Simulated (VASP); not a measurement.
Crystal: KI2.

```
K I
1.0
     0.00000    4.06712    4.06712
     4.06712    0.00000    4.06712
     4.06712    4.06712    0.00000
K I
1 2
Direct
  0.75000 0.75000 0.75000
  0.25000 0.25000 0.25000
  0.50000 0.50000 0.50000
```

* Program: VASP 6.6.1
* Task: relaxation of cell and atoms
* Functional: PBE
* Potentials or basis: VASP PAW PBE potentials, release 64 (K_sv, I)
* Cutoff: 600 eV
* k mesh: 4 × 4 × 4
* Occupations: gaussian, width 0.1 eV
* Spin: no spin polarisation

At the start: pressure 1.9 GPa; volume 44.85 Å³/atom.

Q: How do energy, volume and symmetry change on relaxing?

A: Over 4 steps the energy falls by 38.1 meV/atom and the volume is 52.40 Å³/atom (+16.8 %); space group F-43m (No. 216, to 0.05 Å).

Step by step:
```tsv
step	energy change (eV)	largest force (eV/Å)	pressure (GPa)	volume (Å³)
1	0.0000	0.0000	1.95	134.55
2	-0.0898	0.0000	0.77	145.46
3	-0.1070	0.0000	-0.33	163.12
4	-0.1142	0.0000	-0.05	157.21
```

Final structure:
```cif
data_structure
_symmetry_space_group_name_H-M 'P 1'
_symmetry_Int_Tables_number 1
_cell_length_a 6.0581
_cell_length_b 6.0581
_cell_length_c 6.0581
_cell_angle_alpha 60.000
_cell_angle_beta 60.000
_cell_angle_gamma 60.000
_cell_volume 157.21
loop_
_atom_site_label
_atom_site_type_symbol
_atom_site_fract_x
_atom_site_fract_y
_atom_site_fract_z
_atom_site_occupancy
K1 K 0.75000 0.75000 0.75000 1
I1 I 0.25000 0.25000 0.25000 1
I2 I 0.50000 0.50000 0.50000 1
```

Caveat: the volume moved by over 15 % at a fixed basis, so the end points are rough; an odd number of electrons without spin polarisation forces a metal; a magnetic or distorted state may lie lower.
